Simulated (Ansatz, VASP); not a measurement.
AlN: VASP beside Ansatz

```
Al N
1.0
     3.03716    0.00000    0.00000
    -1.51858    2.63026    0.00000
     0.00000    0.00000    4.86121
Al N
2 2
Cartesian
  0.0000 1.6859 0.0074
  1.5186 0.9444 2.4380
  0.0000 1.8139 1.8642
  1.5186 0.8164 4.2948
```

Change from the starting cell: mode 5 frozen in at -0.069 Å, equal normal strain along x, y and z -0.0167.

Alike in both runs: task single point; functional LDA; k mesh 9 × 9 × 6; occupations gaussian, width 0.05 eV; no spin polarisation.

```csv
,VASP,Ansatz
version,VASP 6.6.1,Ansatz 0.2.0
potentials or method,"VASP PAW LDA potentials, release 64 (Al, N), cutoff 520 eV","scalar-relativistic, plane waves, PAW"
valence electrons in the cell,16,16
```

|  | VASP | Ansatz | Ansatz less VASP |
| --- | --- | --- | --- |
| gap on the k mesh at the Fermi level (eV) | 4.82 | 4.82 | -0.006 |
| least direct gap on the mesh (eV) | 4.82 | 4.82 | -0.006 |
| pressure (GPa) | 12.4 | 11.6 | -0.79 |
| traceless stress, the component that is largest in VASP (GPa) | -0.53 | -0.48 | +0.047 |
| rms of the force components (eV/Å) | 0.167 | 0.167 | +0.0003 |

LDA's correlation is that of Perdew and Zunger in VASP and of Perdew and Wang (1992) in Ansatz. Atom by atom the forces differ by 0.002 eV/Å (rms over components).
